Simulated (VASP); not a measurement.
A run of VASP 6.6.1:

INCAR

```
SYSTEM = Al
PREC = Accurate
ENCUT = 520
EDIFF = 1E-6
ISMEAR = -1
SIGMA = 0.1
LREAL = .False.
LASPH = .True.
NELM = 60
ALGO = Normal
ISIF = 2
LWAVE = .False.
LCHARG = .False.
GGA = PE
NBANDS = 14
```

Contents of KPOINTS:

```
Automatic mesh
0
Gamma
  17 17 5
  0 0 0
```

Contents of POSCAR:

```
Al
1.0
    2.8060774642      0.0000000000      0.0000000000
   -1.4030387321      2.4301343690      0.0000000000
    0.0000000000      0.0000000000      9.3263232734
Al
4
Direct
    0.0000000000      0.0000000000      1.0000000000
    0.0000000000      0.0000000000      0.5000000000
    0.3333333333      0.6666666667      0.2500000000
    0.6666666667      0.3333333333      0.7500000000
```

Potentials or basis: VASP PAW PBE potentials, release 64 (Al).

The run is started by

```sh
$ cat potpaw_PBE.64/Al/POTCAR > POTCAR
$ mpirun -np 1 vasp_std > vasp.out
```

Hardware: 1 thread of AMD EPYC 9R45 96-Core Processor (Zen 5), on a shared host.

Q: Estimate the wall time of this run.

A: Wall time 38 s on 1 thread of AMD EPYC 9R45 96-Core Processor (Zen 5), on a shared host, peak memory 0.19 GiB. Counts: scf iterations 10, k points 99.
